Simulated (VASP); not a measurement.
H10CO5: single point with PBE

The system is H10CO5.

```xyz
16
Lattice="5.2512 0.0000 0.0000 0.0000 5.2512 0.0000 0.0000 0.0000 5.2512" Properties=species:S:1:pos:R:3 pbc="T T T"
O     4.5985    1.3752    1.1141
O     3.4494    1.7026    4.2832
O     2.0741    5.6949    2.4535
O     1.5205    3.2080    0.9757
O     5.5199    4.0300    3.5423
H     4.1502    1.3357    0.2058
H     5.4656    0.9369    1.2030
H     3.2176    1.0178    3.6237
H     2.5262    2.0343    4.3881
H     1.7343    4.8464    2.7811
H     2.9434    5.5202    1.9498
H     0.6829    2.7497    0.9570
H     1.9662    2.5328    1.5148
H     3.5764    4.1536    3.9734
H     4.6686    4.0160    5.5541
C     4.6474    4.1301    4.3602
```

* Program: VASP 6.6.1
* Task: single point
* Functional: PBE
* Potentials or basis: VASP PAW PBE potentials, release 64 (O_h, H_h, C_h)
* Cutoff: 1000 eV
* k mesh: 1 × 1 × 1
* Occupations: fermi-dirac, width 0.02 eV
* Spin: no spin polarisation
* Dipole correction: no
* Further INCAR settings: LREAL = Auto; ALGO = Normal; EDIFF = 1e-06; NBANDS = 36

The pressure is 1.4 GPa. The largest force is 2.679 eV/Å.

Forces on the atoms (eV/Å):
```
O    0.316 -0.090  1.040
O   -1.298  0.470 -0.618
O    1.807  0.314 -1.018
O    1.447 -0.214  0.049
O    0.793  0.351  0.274
H    0.625 -0.031  0.236
H   -0.344 -0.257 -0.245
H    0.052 -0.304 -0.560
H    0.495  0.386  0.646
H   -0.197 -0.338 -0.236
H   -1.430  0.196  0.490
H   -1.656 -0.217 -0.201
H    0.672  0.135  0.211
H    0.188  0.332  0.397
H    0.611  0.407 -1.707
C   -2.082 -1.140  1.241
```

Stress tensor (GPa, compression positive):
```
0.30 0.64 2.00
0.64 2.43 0.84
2.00 0.84 1.37
```

Levels at points of the mesh, in eV from the Fermi level:
```tsv
k point	band 20	band 21	band 22	band 23	band 24	band 25
(0.00, 0.00, 0.00)	-1.18	-1.06	-0.51	3.43	4.37	7.12
```

Run time: 21 s on 1 thread of Intel(R) Xeon(R) Platinum 8488C (Sapphire Rapids), on a shared host, peak memory 0.35 GiB.

Caveat: the k points lie up to 1.20 Å⁻¹ apart, too coarse for converged energies, forces and pressures; the atoms stand as in a frame of molecular dynamics.
